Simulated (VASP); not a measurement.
Here is a VASP 6.6.1 calculation.

INCAR

```
SYSTEM = GePd
PREC = Accurate
ENCUT = 520
EDIFF = 1E-7
ISMEAR = -1
SIGMA = 0.1
LREAL = .False.
LASPH = .True.
NELM = 100
ALGO = Normal
ISIF = 2
LWAVE = .False.
LCHARG = .False.
GGA = CA
NBANDS = 58
```

Contents of KPOINTS:

```
regular mesh
0
Gamma
  6 10 6
  0 0 0
```

Contents of POSCAR:

```
GePd
1.0
    5.7446155800      0.0000000000      0.0000000000
    0.0000000000      3.4677547700      0.0000000000
    0.0000000000      0.0000000000      6.2928660900
Ge Pd
4 4
Direct
    0.1770000000      0.2500000000      0.5722000000
    0.3230000000      0.7500000000      0.0722000000
    0.6770000000      0.2500000000      0.9278000000
    0.8230000000      0.7500000000      0.4278000000
    0.0043000000      0.2500000000      0.1906000000
    0.4957000000      0.7500000000      0.6906000000
    0.5043000000      0.2500000000      0.3094000000
    0.9957000000      0.7500000000      0.8094000000
```

Potentials or basis: VASP PAW LDA potentials, release 64 (Ge_d, Pd).

Command:

```bash
$ cat potpaw_LDA.64/Ge_d/POTCAR potpaw_LDA.64/Pd/POTCAR > POTCAR
$ mpirun -np 1 vasp_std > vasp.out
```

Q: Estimate the band gap on the k mesh.

A: Zero (band 48 reaches 10.25 eV, above the bottom of band 49 at 8.40 eV).

Q: Estimate the pressure.

A: -2.3 GPa.

Q: Predict the largest force.

A: 0.481 eV/Å.

Forces in eV/Å, atoms in the order of the input:
```
Ge   0.467  0.000  0.113
Ge  -0.467  0.000  0.113
Ge   0.467  0.000 -0.113
Ge  -0.467  0.000 -0.113
Pd   0.027  0.000 -0.235
Pd  -0.027  0.000 -0.235
Pd   0.027  0.000  0.235
Pd  -0.027  0.000  0.235
```
